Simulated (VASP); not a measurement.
A run of VASP 6.6.1 is set up as follows.

INCAR

```
SYSTEM = Cu
PREC = Accurate
ENCUT = 520
EDIFF = 1E-7
ISMEAR = 0
SIGMA = 0.15
LREAL = .FALSE.
LASPH = .TRUE.
NELM = 60
ALGO = Normal
ISIF = 2
LWAVE = .FALSE.
LCHARG = .FALSE.
GGA = PS
IVDW = 13
NBANDS = 12
```

The input KPOINTS:

```
Automatic mesh
0
G
  3 13 2
  0 0 0
```

File POSCAR:

```
Cu
1.0
   11.3340600927      0.0000000000      0.0000000000
    0.0000000000      2.1925213836      0.0000000000
   -4.5018094313      0.0000000000     21.2995208412
Cu
1
Direct
    0.5000000000      0.5000000000      0.5000000000
```

Potentials or basis: VASP PAW PBE potentials, release 64 (Cu).

Launch:

```bash
$ cat potpaw_PBE.64/Cu/POTCAR > POTCAR
$ mpirun -np 1 vasp_std > vasp.out
```

Task: Predict the dispersion energy per atom.

Result: -0.019 eV.

Task: Estimate the pressure.

Result: 0.1 GPa.

Stress tensor (GPa, compression positive):
```
0.00 0.00 0.00
0.00 0.31 0.00
0.00 0.00 0.00
```

Caveat: the PAW data sets were made with another functional, which shifts forces and pressure a little; pairwise dispersion overbinds metals, which lowers pressure and volume.
